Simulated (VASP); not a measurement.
# HfO2 (Fm-3m) in VASP: single point with PBE

Aim: the single point of HfO2 with PBE.

Program: VASP 6.6.1. These are calculated values, not measurements. Logs are shortened: lines on timing, memory, paths and dates and some standing lists are left out, and cuts for length are marked.

### 1 The cell of the first run

The structure is cubic, space group Fm-3m (No. 225). Conventional cell: a = 5.115 Å, b = 5.115 Å, c = 5.115 Å, α = 90.00°, β = 90.00°, γ = 90.00°. Hf (site symmetry m-3m) has 8 O at 2.21 Å within 2.9 Å. O (site symmetry -43m) has 4 Hf at 2.21 Å and 6 O at 2.56 Å within 2.9 Å.

### 2 Single point, PBE

Contents of POSCAR:

```
HfO2
1.0
    0.0000000000      2.5575000000      2.5575000000
    2.5575000000      0.0000000000      2.5575000000
    2.5575000000      2.5575000000      0.0000000000
Hf O
1 2
Direct
    0.0000000000      0.0000000000      0.0000000000
    0.2500000000      0.2500000000      0.2500000000
    0.7500000000      0.7500000000      0.7500000000
```

Contents of INCAR.step1:

```
ALGO     = Normal         # electronic algorithm
EDIFF    = 1E-6           # SCF threshold, eV
ENCUT    = 520            # plane-wave cutoff, eV
GGA      = PE             # functional
ISIF     = 2              # what is computed and relaxed
ISMEAR   = -1             # smearing method
LASPH    = T              # aspherical terms in the spheres
LCHARG   = T              # write CHGCAR
LMAXMIX  = 4              # l up to which the mixer works
LREAL    = F              # projectors in reciprocal space
LWAVE    = F              # write WAVECAR
NBANDS   = 18             # bands
NELM     = 60             # most SCF steps
PREC     = Accurate       # precision mode
SIGMA    = 0.01           # smearing width, eV
```

Contents of KPOINTS.step1:

```
k-points
0
Gamma
  8 8 8
```

Contents of INCAR.step2:

```
ALGO     = Normal         # electronic algorithm
EDIFF    = 1E-6           # SCF threshold, eV
ENCUT    = 520            # plane-wave cutoff, eV
GGA      = PE             # functional
ICHARG   = 11             # starting density
ISIF     = 2              # what is computed and relaxed
ISMEAR   = -5             # smearing method
LASPH    = T              # aspherical terms in the spheres
LCHARG   = F              # write CHGCAR
LMAXMIX  = 4              # l up to which the mixer works
LORBIT   = 11             # projections on sites
LREAL    = F              # projectors in reciprocal space
LWAVE    = F              # write WAVECAR
NBANDS   = 18             # bands
NEDOS    = 2001           # points of the DOS
NELM     = 60             # most SCF steps
PREC     = Accurate       # precision mode
SIGMA    = 0.01           # smearing width, eV
```

Contents of KPOINTS.step2:

```
k-points
0
Gamma
  12 12 12
```

Potentials or basis: VASP PAW PBE potentials, release 64 (Hf_pv, O).

Launch:

```
cat potpaw_PBE.64/Hf_pv/POTCAR potpaw_PBE.64/O/POTCAR > POTCAR
cp INCAR.step1 INCAR
cp KPOINTS.step1 KPOINTS
mpirun -np 1 vasp_std > vasp.out
cp INCAR.step2 INCAR
cp KPOINTS.step2 KPOINTS
mpirun -np 1 vasp_std > vasp.out
```

OUTCAR:

```text
EDIFF = 1E-6
   ENCUT = 520
   GGA = PE
   ICHARG = 11
   ISIF = 2
   ISMEAR = -5
   LASPH = T
   LORBIT = 11
   LREAL = F
   NELM = 60
   PREC = Accurate

 ion  position               nearest neighbor table
   1  0.000  0.000  0.000-   3 2.21   3 2.21   3 2.21   2 2.21   3 2.21   2 2.21   2 2.21   2 2.21

   2  0.250  0.250  0.250-   1 2.21   1 2.21   1 2.21   1 2.21
   3  0.750  0.750  0.750-   1 2.21   1 2.21   1 2.21   1 2.21

  LATTYP: Found a face centered cubic cell.
 ALAT       =     5.1150000000

  Lattice vectors:

 A1 = (   0.0000000000,   2.5575000000,   2.5575000000)
 A2 = (   2.5575000000,   0.0000000000,   2.5575000000)
 A3 = (   2.5575000000,   2.5575000000,   0.0000000000)

Analysis of symmetry for initial positions (statically):
=====================================================================
 Subroutine PRICEL returns:
 Original cell was already a primitive cell.

 Routine SETGRP: Setting up the symmetry group for a
 face centered cubic supercell.

 Subroutine GETGRP returns: Found 48 space group operations
 (whereof 48 operations were pure point group operations)
 out of a pool of 48 trial point group operations.

The static configuration has the point symmetry O_h .

Analysis of symmetry for dynamics (positions and initial velocities):
=====================================================================
 Subroutine PRICEL returns:
 Original cell was already a primitive cell.

 Routine SETGRP: Setting up the symmetry group for a
 face centered cubic supercell.

 Subroutine GETGRP returns: Found 48 space group operations
 (whereof 48 operations were pure point group operations)
 out of a pool of 48 trial point group operations.

The dynamic configuration has the point symmetry O_h .

 Subroutine INISYM returns: Found 48 space group operations
 (whereof 48 operations are pure point group operations),
 and found     1 'primitive' translations

----------------------------------------------------------------------------------------

                                     Primitive cell

  volume of cell :      33.4562

  direct lattice vectors                    reciprocal lattice vectors
     0.000000000  2.557500000  2.557500000    -0.195503421  0.195503421  0.195503421
     2.557500000  0.000000000  2.557500000     0.195503421 -0.195503421  0.195503421
     2.557500000  2.557500000  0.000000000     0.195503421  0.195503421 -0.195503421

  length of vectors
     3.616851186  3.616851186  3.616851186     0.338621859  0.338621859  0.338621859

  position of ions in fractional coordinates (direct lattice)
     0.000000000  0.000000000  0.000000000
     0.250000000  0.250000000  0.250000000
     0.750000000  0.750000000  0.750000000

  ion indices of the primitive-cell ions
   primitive index   ion index
                 1           1
                 2           2
                 3           3

----------------------------------------------------------------------------------------

 KPOINTS: k-points

Automatic generation of k-mesh.
 Grid dimensions read from file:
 generate k-points for:   12   12   12

 Generating k-lattice:

  Cartesian coordinates                     Fractional coordinates (reciprocal lattice)
    -0.016291952  0.016291952  0.016291952     0.083333333  0.000000000  0.000000000
     0.016291952 -0.016291952  0.016291952     0.000000000  0.083333333  0.000000000
     0.016291952  0.016291952 -0.016291952     0.000000000  0.000000000  0.083333333

  Length of vectors
     0.028218488  0.028218488  0.028218488

  Shift w.r.t. Gamma in fractional coordinates (k-lattice)
     0.000000000  0.000000000  0.000000000

 TETIRR: Found    247 inequivalent tetrahedra from    10368

 Subroutine IBZKPT returns following result:
 ===========================================

 Found     72 irreducible k-points:

 Following reciprocal coordinates:
            Coordinates               Weight
  0.000000  0.000000  0.000000      1.000000
  0.083333  0.000000  0.000000      8.000000
  0.166667  0.000000  0.000000      8.000000
  0.250000  0.000000  0.000000      8.000000
  0.333333  0.000000  0.000000      8.000000
  0.416667  0.000000  0.000000      8.000000
[... 16 lines left out ...]
  0.500000  0.166667  0.000000     24.000000
 -0.416667  0.166667  0.000000     24.000000
 [... further k-points ...]
   k-points           NKPTS =     72   k-points in BZ     NKDIM =     72   number of bands    NBANDS=     18
   number of dos      NEDOS =   2001   number of ions     NIONS =      3
   total plane-waves  NPLWV =  21952
   dimension x,y,z NGX =    28 NGY =   28 NGZ =   28
   dimension x,y,z NGXF=    56 NGYF=   56 NGZF=   56
   ions per type =               1   2
   NGX,Y,Z   is equivalent  to a cutoff of  12.87, 12.87, 12.87 a.u.
   NGXF,Y,Z  is equivalent  to a cutoff of  25.74, 25.74, 25.74 a.u.
 SYSTEM =  unknown system
   PREC   = accura    normal or accurate (medium, high low for compatibility)
   ISTART =      0    job   : 0-new  1-cont  2-samecut
   ICHARG =     11    charge: 1-file 2-atom 10-const
   ISPIN  =      1    spin polarized calculation?
   LNONCOLLINEAR =      F non collinear calculations
   LSORBIT =      F    spin-orbit coupling
   LASPH  =      T    aspherical Exc in radial PAW
   ENCUT  =  520.0 eV  38.22 Ry    6.18 a.u.   6.72  6.72  6.72*2*pi/ulx,y,z
   NELM   =     60;   NELMIN=  2; NELMDL=  0     # of ELM steps
   EDIFF  = 0.1E-05   stopping-criterion for ELM
   LREAL  =      F    real-space projection
   EDIFFG = 0.1E-04   stopping-criterion for IOM
   NSW    =      0    number of steps for IOM
   IBRION =     -1    ionic relax: 0-MD 1-quasi-New 2-CG
   NFREE  =      0    steps in history (QN), initial steepest desc. (CG)
   ISIF   =      2    stress and relaxation
   ISYM   =      2    0-nonsym 1-usesym 2-fastsym
   POTIM  = 0.5000    time-step for ionic-motion
   TEBEG  =    0.0;   TEEND  =   0.0 temperature during run
   PSTRESS=    0.0 pullay stress
   NELECT =      22.0000    total number of electrons
   NUPDOWN=      -1.0000    fix difference up-down
   EMIN   =  10.00;   EMAX   =-10.00  energy-range for DOS
   EFERMI =   0.00;   METHOD = LEGACY
   ISMEAR =    -5;   SIGMA  =   0.01  broadening in eV -4-tet -1-fermi 0-gaus
   EFERMI_NEDOS =   21; number of points for ismear=-14 and -15
   IALGO  =     38    algorithm
   IMIX   =      4    mixing-type and parameters
     AMIX     =   0.40;   BMIX     =  1.00
     AMIX_MAG =   1.60;   BMIX_MAG =  1.00
  volume/ion in A,a.u.               =      11.15        75.26
  Fermi-wavevector in a.u.,A,eV,Ry     =   1.423607  2.690227 27.574337  2.026657
  Thomas-Fermi vector in A             =   2.544186
   LORBIT       =     11    0 simple, 1 ext, 2 COOP (PROOUT), +10 PAW based schemes
   GGA     = PE    functional components
   LHFCALC =     F    Hartree Fock is set to
   AEXX    =    0.0000 exact exchange contribution
   IVDW    =     0    specifies the selected vdW correction
   LEPSILON=     F    determine dielectric tensor
   LRPA    =     F    only Hartree local field effects (RPA)
 non-spin polarized calculation
 Fermi weights with tetrahedron method with Bloechl corrections
  energy-cutoff  :      520.00
  volume of cell :       33.46
 maximum number of plane-waves:       934

 number of electron      21.9999993 magnetization

 Free energy of the ion-electron system (eV)
  ---------------------------------------------------
  ext. energy  EPLUGINS =         0.00000000
  ---------------------------------------------------
  free energy    TOTEN  =       -30.23357550 eV

  energy without entropy =      -30.23357550  energy(sigma->0) =      -30.23357550

 E-fermi :   4.0761     XC(G=0): -11.6973

 val. band max:        4.0547388183   @ k =   0.5000   0.5000   0.0000
 cond. band min:       7.7840969760   @ k =   0.5000   0.5000   0.0000
 fundamental gap:      3.7293581577
 Fermi energy:         4.0760937656

 k-point     1 :       0.0000    0.0000    0.0000
  band No.  band energies     occupation
      1     -25.7560      2.00000
      2     -25.7560      2.00000
      3     -25.7560      2.00000
      4     -14.5138      2.00000
      5     -11.6117      2.00000
      6      -1.1272      2.00000
[... 10 lines left out ...]
     17      14.1456      0.00000
     18      17.4659      0.00000

 k-point     2 :       0.0833    0.0000    0.0000
  band No.  band energies     occupation
      1     -25.7831      2.00000
      2     -25.7589      2.00000
      3     -25.7589      2.00000
      4     -14.4247      2.00000
      5     -11.6864      2.00000
      6      -1.0610      2.00000
[... 10 lines left out ...]
     17      14.0260      0.00000
     18      17.4162      0.00000

 k-point     3 :       0.1667    0.0000    0.0000
  band No.  band energies     occupation
      1     -25.8560      2.00000
      2     -25.7671      2.00000
      3     -25.7671      2.00000
      4     -14.1815      2.00000
      5     -11.8753      2.00000
      6      -0.8772      2.00000
[... 10 lines left out ...]
     17      13.7425      0.00000
     18      17.1561      0.00000

 k-point     4 :       0.2500    0.0000    0.0000
  band No.  band energies     occupation
      1     -25.9526      2.00000
      2     -25.7782      2.00000
      3     -25.7782      2.00000
      4     -13.8536      2.00000
      5     -12.0980      2.00000
      6      -0.6207      2.00000
[... 375 lines left out ...]
      4     -13.2330      2.00000
      5     -12.4306      2.00000
      6      -0.4671      2.00000
[... 10 lines left out ...]
     17      14.1412      0.00000
     18      16.5351      0.00000

 k-point    23 :       0.5000    0.1667    0.0000
  band No.  band energies     occupation
      1     -26.0999      2.00000
      2     -25.8624      2.00000
      3     -25.8165      2.00000
      4     -13.1227      2.00000
      5     -12.4385      2.00000
      6      -0.5571      2.00000
[... 10 lines left out ...]
     17      14.3302      0.00000
     18      16.5096      0.00000

 k-point    24 :      -0.4167    0.1667    0.0000
  band No.  band energies     occupation
      1     -26.1007      2.00000
      2     -25.8747      2.00000
      3     -25.8110      2.00000
      4     -13.1158      2.00000
      5     -12.4313      2.00000
      6      -0.5993      2.00000
[... 10 lines left out ...]
     17      14.3570      0.00000
     18      16.5062      0.00000

 [... further k-points ...]

------------------------ aborting loop because EDIFF is reached ----------------------------------------

  FORCE on cell =-STRESS in cart. coord.  units (eV):
  Direction    XX          YY          ZZ          XY          YZ          ZX
  --------------------------------------------------------------------------------------
  -------------------------------------------------------------------------------------
  Total       -1.2536881     -1.2536881     -1.2536881      0.0000000      0.0000000      0.0000000
  in kB      -60.0375760    -60.0375760    -60.0375760      0.0000000      0.0000000      0.0000000
  external PRESSURE =     -60.0375760 kB  Pullay stress =       0.0000000 kB

 VOLUME and BASIS-vectors are now :
 -----------------------------------------------------------------------------
  energy-cutoff  :      520.00
  volume of cell :       33.46
      direct lattice vectors                 reciprocal lattice vectors
     0.000000000  2.557500000  2.557500000    -0.195503421  0.195503421  0.195503421
     2.557500000  0.000000000  2.557500000     0.195503421 -0.195503421  0.195503421
     2.557500000  2.557500000  0.000000000     0.195503421  0.195503421 -0.195503421

 POSITION                                       TOTAL-FORCE (eV/Angst)
 -----------------------------------------------------------------------------------
      0.00000      0.00000      0.00000        -0.000000     -0.000000     -0.000000
      1.27875      1.27875      1.27875        -0.000000     -0.000000      0.000000
      3.83625      3.83625      3.83625         0.000000      0.000000     -0.000000
 -----------------------------------------------------------------------------------
    total drift:                                0.000000      0.000000      0.000000

  FREE ENERGIE OF THE ION-ELECTRON SYSTEM (eV)
  ---------------------------------------------------
  free  energy   TOTEN  =       -30.2335755025 eV

  energy  without entropy=      -30.2335755025  energy(sigma->0) =      -30.23357550

 total charge

# of ion       s       p       d       tot
------------------------------------------
    1        0.286   6.542   1.322   8.150
    2        1.560   3.537   0.000   5.097
    3        1.560   3.537   0.000   5.097
--------------------------------------------------
tot          3.406  13.616   1.322  18.344
```

Run time: 78 s. Hardware: 1 thread of AMD EPYC 7R13, shared host; peak memory 0.15 GiB.

What came out:

```yaml
Valence_electrons_inside_the_program's_atomic_spheres: Hf 8.15; O 5.10
```

Levels at points of the mesh, in eV from the valence-band top:
| k point | band 9 | band 10 | band 11 | band 12 | band 13 | band 14 |
| --- | --- | --- | --- | --- | --- | --- |
| (0.00, 0.00, 0.00) | -0.59 | -0.59 | -0.59 | 3.81 | 3.81 | 5.62 |
| (0.50, 0.00, 0.00) | -2.67 | -1.80 | -1.80 | 4.51 | 4.51 | 6.74 |
| (0.50, 0.50, 0.00) | -1.48 | -1.48 | 0.00 | 3.73 | 5.36 | 6.39 |

Caveat: spin-orbit coupling is left out, which moves the levels of the heavy elements.
